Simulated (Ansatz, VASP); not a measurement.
## SrTiO3: VASP beside Ansatz

INCAR

```
SYSTEM = SrTiO3
ALGO = Normal
EDIFF = 1E-6
ENCUT = 520
GGA = PS
ISIF = 2
ISMEAR = 0
LASPH = .True.
LCHARG = .False.
LREAL = .False.
LWAVE = .False.
NBANDS = 51
NELM = 100
PREC = Accurate
SIGMA = 0.05
```

The input KPOINTS:

```
k-points
0
Gamma
  6 6 6
  0 0 0
```

File POSCAR:

```
SrTiO3
1.0
   -3.8911201354      0.0000000000     -3.8911201354
    0.0000000000     -3.8911201354     -3.8911201354
   -3.8911201354     -3.8911201354      0.0000000000
Sr Ti O
2 2 6
Direct
    0.0000000000      0.0000000000      0.0000000000
    0.5000000000      0.5000000000      0.5000000000
    0.2500000000      0.2500000000      0.2500000000
    0.7500000000      0.7500000000      0.7500000000
    0.5118120076      0.0118120076      0.4881879924
   -0.0118120076      0.4881879924      0.0118120076
    0.4881879924     -0.0118120076      0.0118120076
    0.0118120076      0.5118120076      0.4881879924
    0.5000000000      0.5000000000     -0.0236240153
    1.0000000000      1.0000000000      0.5236240153
```

Input for Ansatz:

```yaml
crystal:
  lattice:
    - [-3.8911201354, 0.0, -3.8911201354]
    - [0.0, -3.8911201354, -3.8911201354]
    - [-3.8911201354, -3.8911201354, 0.0]
  atoms:
    - { symbol: Sr, position: [0.0, 0.0, 0.0] }
    - { symbol: Sr, position: [0.5, 0.5, 0.5] }
    - { symbol: Ti, position: [0.25, 0.25, 0.25] }
    - { symbol: Ti, position: [0.75, 0.75, 0.75] }
    - { symbol: O, position: [0.5118120076, 0.0118120076, 0.4881879924] }
    - { symbol: O, position: [-0.0118120076, 0.4881879924, 0.0118120076] }
    - { symbol: O, position: [0.4881879924, -0.0118120076, 0.0118120076] }
    - { symbol: O, position: [0.0118120076, 0.5118120076, 0.4881879924] }
    - { symbol: O, position: [0.5, 0.5, -0.0236240153] }
    - { symbol: O, position: [1.0, 1.0, 0.5236240153] }
basis:
  ecutwfc: 420
kpoints:
  mp_grid: { grid: [6, 6, 6] }
hamiltonian:
  xc: pbesol
scf:
  occupations: { method: gaussian, width: 0.05 }
output:
  forces: true
  stress: true
  eigenvalues: true
```

Change from the starting cell: mode 1 (-82.8 1/cm) frozen in, largest displacement -0.130 Å.

Alike in both runs: task single point; functional PBEsol; k mesh 6 × 6 × 6; occupations gaussian, width 0.05 eV; no spin polarisation.

```csv
,VASP,Ansatz
version,VASP 6.6.1,Ansatz 0.2.0
potentials or method,"VASP PAW PBE potentials, release 64 (Sr_sv, Ti_sv, O), cutoff 520 eV","scalar-relativistic, plane waves, PAW"
valence electrons in the cell,80,80
```

Ansatz gave:

- gap on the k mesh at the Fermi level (eV): 1.90
- least direct gap on the mesh (eV): 1.90
- pressure (GPa): -0.2
- traceless stress, the component that is largest in VASP (GPa): -0.23
- rms of the force components (eV/Å): 0.010

Problem. Which values does VASP return?

Solution. gap on the k mesh at the Fermi level (eV): 1.87; least direct gap on the mesh (eV): 1.87; pressure (GPa): 0.5; traceless stress, the component that is largest in VASP (GPa): -0.24; rms of the force components (eV/Å): 0.008.

VASP's potentials were made for PBE, not for PBEsol. Atom by atom the forces differ by 0.001 eV/Å (rms over components).
